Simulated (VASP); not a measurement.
Here is a VASP 6.6.1 calculation.

File INCAR:

```
  PREC = Accurate
  ENCUT = 520
  EDIFF = 1E-7
  ISMEAR = -1
  SIGMA = 0.02
  LREAL = False
  LASPH = True
  NELM = 150
  ALGO = Normal
  ISIF = 2
  LWAVE = False
  LCHARG = False
  LNONCOLLINEAR = True
  MAGMOM = 0 0 0 0 0 0 0 0 0 0 0 0
  LORBIT = 11
  LSORBIT = True
  GGA_COMPAT = False
  LORBMOM = True
  GGA = PE
  NBANDS = 54
```

File KPOINTS:

```
regular mesh
0
Gamma
  6 6 6
```

File POSCAR:

```
SnPbO2
1.0
    3.8682734874      0.0000000000      0.0000000000
    0.0000000000      3.8682734874      0.0000000000
    0.0000000000      0.0000000000      4.8975261426
Sn Pb O
1 1 2
Direct
    0.0000000000      0.0000000000      0.2247945222
    0.5000000000      0.5000000000      0.7456934246
    0.5000000000      0.0000000000      0.0147560265
    0.0000000000      0.5000000000      0.0147560265
```

Potentials or basis: VASP PAW PBE potentials, release 64 (Sn_d, Pb_d, O).

Command:

```sh
$ cat potpaw_PBE.64/Sn_d/POTCAR potpaw_PBE.64/Pb_d/POTCAR potpaw_PBE.64/O/POTCAR > POTCAR
$ mpirun -np 1 vasp_ncl > vasp.out
```

(1) Estimate the pressure.

(2) Predict the net moment.

(3) Estimate the largest force.

Answers

(1) 5.0 GPa.

(2) 0.00 μB per cell.

(3) 0.579 eV/Å.

Caveat: the cell stands under pressure.
